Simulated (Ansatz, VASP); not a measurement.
# One calculation of NaCl, two programs

```
CELL_PARAMETERS angstrom
0.00000 2.55616 2.55616
2.55616 0.00000 2.55616
2.55616 2.55616 0.00000
ATOMIC_POSITIONS crystal
Na 0.00000 0.00000 0.00000
Cl 0.50000 0.50000 0.50000
```

Alike in both runs: task single point; functional PBEsol; k mesh 8 × 8 × 8; occupations gaussian, width 0.05 eV; no spin polarisation.

```csv
,VASP,Ansatz
version,VASP 6.6.1,Ansatz 0.2.0
potentials or method,"VASP PAW PBE potentials, release 64 (Na_pv, Cl), cutoff 520 eV","scalar-relativistic, plane waves, PAW"
valence electrons in the cell,14,16
```

VASP gave:

```
gap on the k mesh at the Fermi level (eV) : 6.29
least direct gap on the mesh (eV)         : 6.29
pressure (GPa)                            : 13.7
```

Task: Estimate Ansatz's values.

Result: gap on the k mesh at the Fermi level (eV): 6.30; least direct gap on the mesh (eV): 6.30; pressure (GPa): 13.6.

VASP's potentials were made for PBE, not for PBEsol. VASP's potentials hold 14 valence electrons a cell and Ansatz's 16, so a difference there can come from the potentials and not from the codes.
